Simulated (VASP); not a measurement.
# SiO2 (Cristobalite high) (P2_13) in VASP: single point with PBE

Aim: the single point of SiO2 (Cristobalite high) with PBE.

Program: VASP 6.6.1. These are calculated values, not measurements. Logs are shortened: lines on timing, memory, paths and dates and some standing lists are left out, and cuts for length are marked.

## (1) The cell of the first run

Symmetry: P2_13, No. 198, cubic system. Conventional cell: a = 7.160 Å, b = 7.160 Å, c = 7.160 Å, α = 90.00°, β = 90.00°, γ = 90.00°. Si (site symmetry 3) has 4 O at 1.61 to 1.62 Å within 2.1 Å. Within 2.1 Å of Si (site symmetry 3) lie 4 O at 1.61 to 1.62 Å. Within 2.1 Å of O (site symmetry 3) lie 2 Si at 1.61 Å. Within 2.2 Å of O (site symmetry 1) lie 2 Si at 1.62 Å.

## (2) Single point, PBE

INCAR

```
  PREC = Accurate
  ENCUT = 520
  EDIFF = 1E-6
  ISMEAR = -1
  SIGMA = 0.01
  LREAL = Auto
  LASPH = T
  NELM = 60
  ALGO = Normal
  ISIF = 2
  LWAVE = F
  LCHARG = T
  GGA = PE
  LELF = T
  LVHAR = T
  NBANDS = 82
```

KPOINTS

```
regular mesh
0
Gamma
  4 4 4
```

POSCAR

```
SiO2
1.0
    7.1600000000      0.0000000000      0.0000000000
    0.0000000000      7.1600000000      0.0000000000
    0.0000000000      0.0000000000      7.1600000000
Si O
8 16
Direct
    0.2807081874      0.2807081874      0.2807081874
    0.2192918126      0.7192918126      0.7807081874
    0.7807081874      0.2192918126      0.7192918126
    0.7192918126      0.7807081874      0.2192918126
    1.0205836573      1.0205836573      1.0205836573
    0.4794163427     -0.0205836573      0.5205836573
    0.5205836573      0.4794163427     -0.0205836573
   -0.0205836573      0.5205836573      0.4794163427
    0.1505388321      0.1505388321      0.1505388321
    0.3494611679      0.8494611679      0.6505388321
    0.6505388321      0.3494611679      0.8494611679
    0.8494611679      0.6505388321      0.3494611679
    0.6398190361      0.6615812943      0.0434329954
    0.8601809639      0.3384187057      0.5434329954
    0.1398190361      0.8384187057      0.9565670046
    0.3601809639      0.1615812943      0.4565670046
    0.0434329954      0.6398190361      0.6615812943
    0.5434329954      0.8601809639      0.3384187057
    0.9565670046      0.1398190361      0.8384187057
    0.4565670046      0.3601809639      0.1615812943
    0.6615812943      0.0434329954      0.6398190361
    0.3384187057      0.5434329954      0.8601809639
    0.8384187057      0.9565670046      0.1398190361
    0.1615812943      0.4565670046      0.3601809639
```

Potentials or basis: VASP PAW PBE potentials, release 64 (Si, O).

Run with:

```console
$ cat potpaw_PBE.64/Si/POTCAR potpaw_PBE.64/O/POTCAR > POTCAR
$ mpirun -np 1 vasp_std > vasp.out
```

OUTCAR:

```text
PREC = Accurate
   ENCUT = 520
   EDIFF = 1E-6
   ISMEAR = -1
   LREAL = Auto
   LASPH = T
   NELM = 60
   ISIF = 2
   GGA = PE

 ion  position               nearest neighbor table
   1  0.281  0.281  0.281-   9 1.61  16 1.62  20 1.62  24 1.62   6 3.10   7 3.10   8 3.10
   2  0.219  0.719  0.781-  10 1.61  15 1.62  17 1.62  22 1.62   5 3.10   8 3.10   7 3.10
   3  0.781  0.219  0.719-  11 1.61  14 1.62  19 1.62  21 1.62   5 3.10   8 3.10   6 3.10
   4  0.719  0.781  0.219-  12 1.61  13 1.62  18 1.62  23 1.62   6 3.10   7 3.10   5 3.10
   5  0.021  0.021  0.021-   9 1.61  15 1.62  19 1.62  23 1.62   2 3.10   3 3.10   4 3.10
   6  0.479  0.979  0.521-  10 1.61  16 1.62  18 1.62  21 1.62   1 3.10   4 3.10   3 3.10
   7  0.521  0.479  0.979-  11 1.61  13 1.62  20 1.62  22 1.62   1 3.10   4 3.10   2 3.10
   8  0.979  0.521  0.479-  12 1.61  14 1.62  17 1.62  24 1.62   2 3.10   3 3.10   1 3.10
   9  0.151  0.151  0.151-   5 1.61   1 1.61
  10  0.349  0.849  0.651-   6 1.61   2 1.61
  11  0.651  0.349  0.849-   7 1.61   3 1.61
  12  0.849  0.651  0.349-   8 1.61   4 1.61
  13  0.640  0.662  0.043-   4 1.62   7 1.62
  14  0.860  0.338  0.543-   3 1.62   8 1.62
[... 8 lines left out ...]
  23  0.838  0.957  0.140-   4 1.62   5 1.62
  24  0.162  0.457  0.360-   1 1.62   8 1.62

  LATTYP: Found a simple cubic cell.
 ALAT       =     7.1600000000

  Lattice vectors:

 A1 = (   7.1600000000,   0.0000000000,   0.0000000000)
 A2 = (   0.0000000000,   7.1600000000,   0.0000000000)
 A3 = (   0.0000000000,   0.0000000000,   7.1600000000)

Analysis of symmetry for initial positions (statically):
=====================================================================
 Subroutine PRICEL returns:
 Original cell was already a primitive cell.

 Routine SETGRP: Setting up the symmetry group for a
 simple cubic supercell.

 Subroutine GETGRP returns: Found 12 space group operations
 (whereof  3 operations were pure point group operations)
 out of a pool of 48 trial point group operations.

The static configuration has the point symmetry C_3 .
 The point group associated with its full space group is T   .

Analysis of symmetry for dynamics (positions and initial velocities):
=====================================================================
 Subroutine PRICEL returns:
 Original cell was already a primitive cell.

 Routine SETGRP: Setting up the symmetry group for a
 simple cubic supercell.

 Subroutine GETGRP returns: Found 12 space group operations
 (whereof  3 operations were pure point group operations)
 out of a pool of 48 trial point group operations.

[... 137 lines left out ...]
   ISIF   =      2    stress and relaxation
   ISYM   =      2    0-nonsym 1-usesym 2-fastsym
   POTIM  = 0.5000    time-step for ionic-motion
   TEBEG  =    0.0;   TEEND  =   0.0 temperature during run
   PSTRESS=    0.0 pullay stress
   NELECT =     128.0000    total number of electrons
   NUPDOWN=      -1.0000    fix difference up-down
   EMIN   =  10.00;   EMAX   =-10.00  energy-range for DOS
   EFERMI =   0.00;   METHOD = LEGACY
   ISMEAR =    -1;   SIGMA  =   0.01  broadening in eV -4-tet -1-fermi 0-gaus
   EFERMI_NEDOS =   21; number of points for ismear=-14 and -15
   IALGO  =     38    algorithm
   IMIX   =      4    mixing-type and parameters
     AMIX     =   0.40;   BMIX     =  1.00
     AMIX_MAG =   1.60;   BMIX_MAG =  1.00
  volume/ion in A,a.u.               =      15.29       103.21
  Fermi-wavevector in a.u.,A,eV,Ry     =   1.152299  2.177529 18.065716  1.327793
  Thomas-Fermi vector in A             =   2.288951
   LORBIT       =      0    0 simple, 1 ext, 2 COOP (PROOUT), +10 PAW based schemes
   GGA     = PE    functional components
   LHFCALC =     F    Hartree Fock is set to
   AEXX    =    0.0000 exact exchange contribution
   IVDW    =     0    specifies the selected vdW correction
   LEPSILON=     F    determine dielectric tensor
   LRPA    =     F    only Hartree local field effects (RPA)
 non-spin polarized calculation
  energy-cutoff  :      520.00
  volume of cell :      367.06
 maximum number of plane-waves:      9952
 NGX is ok and might be reduce to    54
   NGX = 27   NGY = 27   NGZ = 27

 number of electron     128.0000007 magnetization

 Free energy of the ion-electron system (eV)
  ---------------------------------------------------
  ext. energy  EPLUGINS =         0.00000000
  ---------------------------------------------------
  free energy    TOTEN  =      -189.83070926 eV

  energy without entropy =     -189.83070926  energy(sigma->0) =     -189.83070926

 E-fermi :  -0.1507     XC(G=0):  -8.0824

 val. band max:       -0.4340092464   @ k =   0.5000   0.5000   0.5000
 cond. band min:       5.2453428911   @ k =   0.0000   0.0000   0.0000
 fundamental gap:      5.6793521375
 Fermi energy:        -0.1506836511

 k-point     1 :       0.0000    0.0000    0.0000
  band No.  band energies     occupation
      1     -19.6365      2.00000
      2     -18.7613      2.00000
      3     -18.7613      2.00000
      4     -18.7613      2.00000
      5     -18.7474      2.00000
      6     -18.7474      2.00000
[... 858 lines left out ...]
     75       8.8374      0.00000
     76       8.8374      0.00000
 [bands above 76 left out]

------------------------ aborting loop because EDIFF is reached ----------------------------------------

  FORCE on cell =-STRESS in cart. coord.  units (eV):
  Direction    XX          YY          ZZ          XY          YZ          ZX
  --------------------------------------------------------------------------------------
  -------------------------------------------------------------------------------------
  Total        1.9984925      1.9984925      1.9984925      0.0000000      0.0000000     -0.0000000
  in kB        8.7231641      8.7231641      8.7231641      0.0000000      0.0000000     -0.0000000
  external PRESSURE =       8.7231641 kB  Pullay stress =       0.0000000 kB

 VOLUME and BASIS-vectors are now :
 -----------------------------------------------------------------------------
  energy-cutoff  :      520.00
  volume of cell :      367.06
      direct lattice vectors                 reciprocal lattice vectors
     7.160000000  0.000000000  0.000000000     0.139664804  0.000000000  0.000000000
     0.000000000  7.160000000  0.000000000     0.000000000  0.139664804  0.000000000
     0.000000000  0.000000000  7.160000000     0.000000000  0.000000000  0.139664804

 POSITION                                       TOTAL-FORCE (eV/Angst)
 -----------------------------------------------------------------------------------
      2.00987      2.00987      2.00987         0.010658      0.010658      0.010658
      1.57013      5.15013      5.58987        -0.010658     -0.010658      0.010658
      5.58987      1.57013      5.15013         0.010658     -0.010658     -0.010658
      5.15013      5.58987      1.57013        -0.010658      0.010658     -0.010658
      0.14738      0.14738      0.14738         0.005476      0.005476      0.005476
      3.43262      7.01262      3.72738        -0.005476     -0.005476      0.005476
[... 16 lines left out ...]
      6.00308      6.84902      1.00110        -0.013930      0.014743      0.001309
      1.15692      3.26902      2.57890         0.013930      0.014743     -0.001309
 -----------------------------------------------------------------------------------
    total drift:                                0.000000      0.000001     -0.000000

  FREE ENERGIE OF THE ION-ELECTRON SYSTEM (eV)
  ---------------------------------------------------
  free  energy   TOTEN  =      -189.8307092631 eV

  energy  without entropy=     -189.8307092631  energy(sigma->0) =     -189.83070926
```

OSZICAR:

```text
N       E                     dE             d eps       ncg     rms          rms(c)
DAV:   1     0.902508479463E+03    0.90251E+03   -0.65335E+04  1804   0.141E+03
DAV:   2    -0.136068486039E+03   -0.10386E+04   -0.10088E+04  2286   0.335E+02
DAV:   3    -0.214539247265E+03   -0.78471E+02   -0.78111E+02  2160   0.990E+01
DAV:   4    -0.215811721566E+03   -0.12725E+01   -0.12691E+01  2176   0.136E+01
DAV:   5    -0.215840694011E+03   -0.28972E-01   -0.28941E-01  2168   0.196E+00    0.411E+01
DAV:   6    -0.189804019528E+03    0.26037E+02   -0.11107E+02  2104   0.349E+01    0.190E+01
DAV:   7    -0.189829186325E+03   -0.25167E-01   -0.29950E+00  2334   0.529E+00    0.713E+00
DAV:   8    -0.189802972027E+03    0.26214E-01   -0.15202E-01  2112   0.180E+00    0.273E+00
DAV:   9    -0.189824691215E+03   -0.21719E-01   -0.80593E-02  2044   0.126E+00    0.548E-01
DAV:  10    -0.189830869049E+03   -0.61778E-02   -0.99459E-03  2040   0.353E-01    0.175E-01
DAV:  11    -0.189830670545E+03    0.19850E-03   -0.26949E-03  2158   0.196E-01    0.253E-02
DAV:  12    -0.189830700896E+03   -0.30351E-04   -0.12268E-04  2120   0.501E-02    0.247E-02
DAV:  13    -0.189830707732E+03   -0.68358E-05   -0.17485E-05  2126   0.184E-02    0.172E-02
DAV:  14    -0.189830709319E+03   -0.15865E-05   -0.98947E-06  1912   0.151E-02    0.604E-03
DAV:  15    -0.189830709263E+03    0.55530E-07   -0.17862E-06  1406   0.624E-03
   1 F= -.18983071E+03 E0= -.18983071E+03  d E =-.640887E-13
```

stdout:

```text
POSCAR found type information on POSCAR SiO
 POSCAR found :  2 types and      24 ions
 scaLAPACK will be used
 LDA part: xc-table for (Slater+PW92), standard interpolation
 POSCAR, INCAR and KPOINTS ok, starting setup
 FFT: planning ... GRIDC
 FFT: planning ... GRID_SOFT
 FFT: planning ... GRID
 WAVECAR not read
 entering main loop
```

Wall time 6.2 min (1 thread of Intel Xeon Platinum 8375C at 2.90GHz (Ice Lake), shared host); peak memory 0.5 GiB.

Results:

```yaml
Free_energy: -189.8307 eV
Pressure: 0.9 GPa
Largest_force: 0.020 eV/Å
Band_gap_on_the_k_mesh: 5.68 eV, indirect (the least direct gap lies 3.5 meV higher)
```

Forces on the atoms (eV/Å):
```
Si   0.011  0.011  0.011
Si  -0.011 -0.011  0.011
Si   0.011 -0.011 -0.011
Si  -0.011  0.011 -0.011
Si   0.005  0.005  0.005
Si  -0.005 -0.005  0.005
Si   0.005 -0.005 -0.005
Si  -0.005  0.005 -0.005
O    0.003  0.003  0.003
O   -0.003 -0.003  0.003
O    0.003 -0.003 -0.003
O   -0.003  0.003 -0.003
O    0.001  0.014 -0.015
O   -0.001 -0.014 -0.015
O    0.001 -0.014  0.015
O   -0.001  0.014  0.015
O   -0.015  0.001  0.014
O   -0.015 -0.001 -0.014
O    0.015  0.001 -0.014
O    0.015 -0.001  0.014
O    0.014 -0.015  0.001
O   -0.014 -0.015 -0.001
O   -0.014  0.015  0.001
O    0.014  0.015 -0.001
```

Levels at points of the mesh, in eV from the valence-band top:
```
           k point  band 61  band 62  band 63  band 64  band 65  band 66  band 67  band 68
(0.00, 0.00, 0.00)    -0.38     0.00     0.00     0.00     5.68     8.73     8.73     8.73
(0.50, 0.00, 0.00)    -0.24    -0.24    -0.23    -0.23     6.84     6.84     8.91     8.91
(0.50, 0.50, 0.00)    -0.22    -0.22    -0.12    -0.12     7.67     7.67     7.67     7.67
(0.50, 0.50, 0.50)     0.00     0.00     0.00     0.00     7.89     7.89     7.89     7.89
```

A k mesh can miss the band edges.
